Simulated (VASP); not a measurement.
## Be3ReH: single point with PBE

Be3ReH:

```xyz
10
Lattice="2.4791 0.0000 0.0000 0.0000 3.1336 0.0000 0.0000 0.0000 11.6794" Properties=species:S:1:pos:R:3 pbc="T T T"
Be    1.2395    1.5668    5.8397
Be    1.2395    0.0000    0.0000
Be    0.0000    0.0000    6.9778
Be    0.0000    1.5668    1.0749
Be    0.0000    0.0000    4.7016
Be    0.0000    1.5668   10.6044
Re    1.2395    1.5668    8.4713
Re    1.2395    1.5668    3.2081
H     1.2395    0.0000    9.3876
H     1.2395    0.0000    2.2917
```

- Program: VASP 6.6.1
- Task: single point
- Functional: PBE
- Potentials or basis: VASP PAW PBE potentials, release 64 (Be, Re, H)
- Cutoff: 520 eV
- k mesh: 8 × 6 × 2
- Occupations: gaussian, width 0.1 eV
- Spin: no spin polarisation

* Pressure: 0.0 GPa
* Largest force: 0.050 eV/Å
* Band gap on the k mesh: zero (band 14 reaches 7.51 eV, above the bottom of band 15 at 5.31 eV)

Forces in eV/Å, atoms in the order of the input:
```
Be   0.000  0.000  0.000
Be   0.000  0.000  0.000
Be   0.000  0.000 -0.004
Be   0.000  0.000 -0.018
Be   0.000  0.000  0.004
Be   0.000  0.000  0.018
Re   0.000  0.000 -0.050
Re   0.000  0.000  0.050
H    0.000  0.000  0.035
H    0.000  0.000 -0.035
```

Stress tensor (GPa, compression positive):
```
-0.47  0.00  0.00
 0.00  0.53  0.00
 0.00  0.00  0.10
```

Levels at points of the mesh, in eV from the Fermi level:
```tsv
k point	band 12	band 13	band 14	band 15	band 16	band 17
(0.00, 0.00, 0.00)	-0.51	0.53	1.25	1.96	2.04	2.33
(0.50, 0.00, 0.00)	-2.43	-1.40	-0.36	0.10	0.18	0.66
(0.00, 0.50, 0.00)	-2.44	-2.04	-0.27	1.70	1.71	1.97
(0.50, 0.50, 0.00)	-1.53	-0.79	0.05	0.42	1.57	1.72
(0.00, 0.00, 0.50)	-0.61	0.84	1.39	1.81	1.98	2.02
(0.50, 0.00, 0.50)	-2.49	-1.04	-0.61	0.11	0.17	0.97
(0.00, 0.50, 0.50)	-2.80	-1.31	-0.27	1.70	1.71	1.93
(0.50, 0.50, 0.50)	-1.55	-0.55	0.00	0.41	1.24	1.66
```

Run time: 59 s on 1 thread of Intel(R) Xeon(R) 6975P-C (Granite Rapids) (shared host), peak memory 0.24 GiB.

Caveat: spin-orbit coupling is left out, which moves the levels of the heavy elements.
